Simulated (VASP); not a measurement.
# BH3 in VASP: single point with PBE+D3(BJ)

Aim: the single point of BH3 with PBE+D3(BJ).

All numbers are computed with VASP 6.6.1; they aren't measurements. Logs are shortened: lines on timing, memory, paths and dates and some standing lists are left out, and cuts for length are marked.

## 1. The cell of the first run

The cell holds a molecule in a box, 4 atoms: a = 15.000 Å, b = 15.500 Å, c = 16.000 Å, α = 90.00°, β = 90.00°, γ = 90.00°.

## 2. Single point, PBE+D3(BJ)

Input file INCAR:

```
PREC = Accurate
ENCUT = 520
EDIFF = 1E-7
ISMEAR = 0
SIGMA = 0.005
LREAL = F
LASPH = T
NELM = 80
ALGO = Normal
ISIF = 2
LWAVE = F
LCHARG = T
GGA = PE
IVDW = 12
LELF = T
LVHAR = T
NBANDS = 11
ISYM = 0
```

Input file KPOINTS:

```
regular mesh
0
Gamma
  1 1 1
```

Input file POSCAR:

```
BH3
1.0
   15.0000000000      0.0000000000      0.0000000000
    0.0000000000     15.5000000000      0.0000000000
    0.0000000000      0.0000000000     16.0000000000
B H
1 3
Direct
    0.4999998447      0.4999984029      0.4999982885
    0.5798488905      0.4994767056      0.4985728266
    0.4605819449      0.5671716322      0.5023859057
    0.4595693198      0.4333532593      0.4990429791
```

Potentials or basis: VASP PAW PBE potentials, release 64 (B, H).

Run with:

```bash
$ cat potpaw_PBE.64/B/POTCAR potpaw_PBE.64/H/POTCAR > POTCAR
$ mpirun -np 1 vasp_gam > vasp.out
```

OUTCAR:

```text
PREC = Accurate
   ENCUT = 520
   EDIFF = 1E-7
   ISMEAR = 0
   LREAL = F
   LASPH = T
   NELM = 80
   ISIF = 2
   GGA = PE
   IVDW = 12
   ISYM = 0
 IVDW          = 12

 ion  position               nearest neighbor table
   1  0.500  0.500  0.500-   4 1.20   3 1.20   2 1.20
   2  0.580  0.499  0.499-   1 1.20
   3  0.461  0.567  0.502-   1 1.20
   4  0.460  0.433  0.499-   1 1.20

IMPORTANT INFORMATION: All symmetrisations will be switched off!
NOSYMM: (Re-)initialisation of all symmetry stuff for point group C_1.

----------------------------------------------------------------------------------------

                                     Primitive cell

  volume of cell :    3720.0000

  direct lattice vectors                    reciprocal lattice vectors
    15.000000000  0.000000000  0.000000000     0.066666667  0.000000000  0.000000000
     0.000000000 15.500000000  0.000000000     0.000000000  0.064516129  0.000000000
     0.000000000  0.000000000 16.000000000     0.000000000  0.000000000  0.062500000

  length of vectors
    15.000000000 15.500000000 16.000000000     0.066666667  0.064516129  0.062500000

  position of ions in fractional coordinates (direct lattice)
     0.499999845  0.499998403  0.499998289
     0.579848891  0.499476706  0.498572827
     0.460581945  0.567171632  0.502385906
     0.459569320  0.433353259  0.499042979

  ion indices of the primitive-cell ions
   primitive index   ion index
                 1           1
                 2           2
                 3           3
                 4           4

----------------------------------------------------------------------------------------

 KPOINTS: regular mesh

Automatic generation of k-mesh.
 Grid dimensions read from file:
 generate k-points for:    1    1    1

 Generating k-lattice:

  Cartesian coordinates                     Fractional coordinates (reciprocal lattice)
     0.066666667  0.000000000  0.000000000     1.000000000  0.000000000  0.000000000
     0.000000000  0.064516129  0.000000000     0.000000000  1.000000000  0.000000000
     0.000000000  0.000000000  0.062500000     0.000000000  0.000000000  1.000000000

  Length of vectors
     0.066666667  0.064516129  0.062500000

  Shift w.r.t. Gamma in fractional coordinates (k-lattice)
     0.000000000  0.000000000  0.000000000

 Subroutine IBZKPT returns following result:
 ===========================================

 Found      1 irreducible k-points:

 Following reciprocal coordinates:
            Coordinates               Weight
  0.000000  0.000000  0.000000      1.000000
   k-points           NKPTS =      1   k-points in BZ     NKDIM =      1   number of bands    NBANDS=     11
   number of dos      NEDOS =    301   number of ions     NIONS =      4
   total plane-waves  NPLWV = ******
   dimension x,y,z NGX =   112 NGY =  120 NGZ =  120
   dimension x,y,z NGXF=   224 NGYF=  240 NGZF=  240
   ions per type =               1   3
   NGX,Y,Z   is equivalent  to a cutoff of  12.41, 12.87, 12.47 a.u.
   NGXF,Y,Z  is equivalent  to a cutoff of  24.83, 25.74, 24.94 a.u.
 SYSTEM =  unknown system
   PREC   = accura    normal or accurate (medium, high low for compatibility)
   ISTART =      0    job   : 0-new  1-cont  2-samecut
   ICHARG =      2    charge: 1-file 2-atom 10-const
   ISPIN  =      1    spin polarized calculation?
   LNONCOLLINEAR =      F non collinear calculations
   LSORBIT =      F    spin-orbit coupling
   LASPH  =      T    aspherical Exc in radial PAW
   ENCUT  =  520.0 eV  38.22 Ry    6.18 a.u.  27.89 28.82 29.75*2*pi/ulx,y,z
   NELM   =     80;   NELMIN=  2; NELMDL= -5     # of ELM steps
   EDIFF  = 0.1E-06   stopping-criterion for ELM
   LREAL  =      F    real-space projection
   EDIFFG = 0.1E-05   stopping-criterion for IOM
   NSW    =      0    number of steps for IOM
   IBRION =     -1    ionic relax: 0-MD 1-quasi-New 2-CG
   NFREE  =      0    steps in history (QN), initial steepest desc. (CG)
   ISIF   =      2    stress and relaxation
   ISYM   =      0    0-nonsym 1-usesym 2-fastsym
   POTIM  = 0.5000    time-step for ionic-motion
   TEBEG  =    0.0;   TEEND  =   0.0 temperature during run
   PSTRESS=    0.0 pullay stress
   NELECT =       6.0000    total number of electrons
   NUPDOWN=      -1.0000    fix difference up-down
   EMIN   =  10.00;   EMAX   =-10.00  energy-range for DOS
   EFERMI =   0.00;   METHOD = LEGACY
   ISMEAR =     0;   SIGMA  =   0.01  broadening in eV -4-tet -1-fermi 0-gaus
   EFERMI_NEDOS =   21; number of points for ismear=-14 and -15
   IALGO  =     38    algorithm
   IMIX   =      4    mixing-type and parameters
     AMIX     =   0.40;   BMIX     =  1.00
     AMIX_MAG =   1.60;   BMIX_MAG =  1.00
  volume/ion in A,a.u.               =     930.00      6275.95
  Fermi-wavevector in a.u.,A,eV,Ry     =   0.191990  0.362808  0.501511  0.036860
  Thomas-Fermi vector in A             =   0.934314
   LORBIT       =      0    0 simple, 1 ext, 2 COOP (PROOUT), +10 PAW based schemes
   GGA     = PE    functional components
   LHFCALC =     F    Hartree Fock is set to
   AEXX    =    0.0000 exact exchange contribution
   IVDW    =    12    specifies the selected vdW correction
   LEPSILON=     F    determine dielectric tensor
   LRPA    =     F    only Hartree local field effects (RPA)
 non-spin polarized calculation
 Gauss-broadening in eV      SIGMA  =   0.01
  energy-cutoff  :      520.00
  volume of cell :     3720.00
 maximum number of plane-waves:     50071
 NGX is ok and might be reduce to   112
   NGX = 55   NGY = 57   NGZ = 59

 number of electron       6.0000000 magnetization

 Free energy of the ion-electron system (eV)
  ---------------------------------------------------
  ext. energy  EPLUGINS =         0.00000000
  ---------------------------------------------------
  free energy    TOTEN  =       -15.87815122 eV

  energy without entropy =      -15.87815122  energy(sigma->0) =      -15.87815122

 E-fermi :  -8.4000     XC(G=0):  -0.2051

 val. band max:       -8.4338226555   @ k =   0.0000   0.0000   0.0000
 cond. band min:      -3.0237976530   @ k =   0.0000   0.0000   0.0000
 fundamental gap:      5.4100250025
 Fermi energy:        -8.3999762046

 k-point     1 :       0.0000    0.0000    0.0000
  band No.  band energies     occupation
      1     -12.5453      2.00000
      2      -8.4342      2.00000
      3      -8.4338      2.00000
      4      -3.0238      0.00000
      5      -0.1994      0.00000
      6       0.3355      0.00000
      7       0.4706      0.00000
      8       0.5026      0.00000
      9       0.5424      0.00000
     10       0.5871      0.00000
     11       0.6214      0.00000

------------------------ aborting loop because EDIFF is reached ----------------------------------------

 Edisp (eV)   -0.02285

 E8    (eV) :    -0.0062

  FORCE on cell =-STRESS in cart. coord.  units (eV):
  Direction    XX          YY          ZZ          XY          YZ          ZX
  --------------------------------------------------------------------------------------
  -------------------------------------------------------------------------------------
  Total      -0.03463    -0.03439    -0.04342    -0.00024     0.00024    -0.00017
  in kB      -0.01492    -0.01481    -0.01870    -0.00010     0.00010    -0.00007
  external pressure =       -0.02 kB  Pullay stress =        0.00 kB

 VOLUME and BASIS-vectors are now :
 -----------------------------------------------------------------------------
  energy-cutoff  :      520.00
  volume of cell :     3720.00
      direct lattice vectors                 reciprocal lattice vectors
    15.000000000  0.000000000  0.000000000     0.066666667  0.000000000  0.000000000
     0.000000000 15.500000000  0.000000000     0.000000000  0.064516129  0.000000000
     0.000000000  0.000000000 16.000000000     0.000000000  0.000000000  0.062500000

 POSITION                                       TOTAL-FORCE (eV/Angst)
 -----------------------------------------------------------------------------------
      7.50000      7.74998      7.99997         0.000401      0.000405      0.000446
      8.69773      7.74189      7.97717         0.009012     -0.000317     -0.000330
      6.90873      8.79116      8.03817        -0.004716      0.008189      0.000182
      6.89354      6.71698      7.98469        -0.004697     -0.008277     -0.000297
 -----------------------------------------------------------------------------------
    total drift:                               -0.000064      0.000024     -0.000222

  FREE ENERGIE OF THE ION-ELECTRON SYSTEM (eV)
  ---------------------------------------------------
  free  energy   TOTEN  =       -15.9010055434 eV

  energy  without entropy=      -15.9010055434  energy(sigma->0) =      -15.90100554
```

stdout:

```text
POSCAR found type information on POSCAR B H
 POSCAR found :  2 types and       4 ions
 scaLAPACK will be used
 LDA part: xc-table for (Slater+PW92), standard interpolation
 POSCAR, INCAR and KPOINTS ok, starting setup
 FFT: planning ... GRIDC
 FFT: planning ... GRID_SOFT
 FFT: planning ... GRID
 WAVECAR not read
 entering main loop
```

Wall time 2.6 min (1 thread of Intel Xeon 6975P-C (Granite Rapids), shared host); peak memory 2.1 GiB.

What came out:

* Free energy: -15.9010 eV
* Largest force: 0.010 eV/Å
* Gap between the frontier levels: 5.41 eV
* Dispersion energy per atom: -0.006 eV

Forces in eV/Å, atoms in the order of the input:
```
B    0.000  0.000  0.000
H    0.009  0.000  0.000
H   -0.005  0.008  0.000
H   -0.005 -0.008  0.000
```

Levels at points of the mesh, in eV from the valence-band top:
| k point | band 1 | band 2 | band 3 | band 4 | band 5 | band 6 |
| --- | --- | --- | --- | --- | --- | --- |
| (0.00, 0.00, 0.00) | -4.11 | 0.00 | 0.00 | 5.41 | 8.23 | 8.77 |
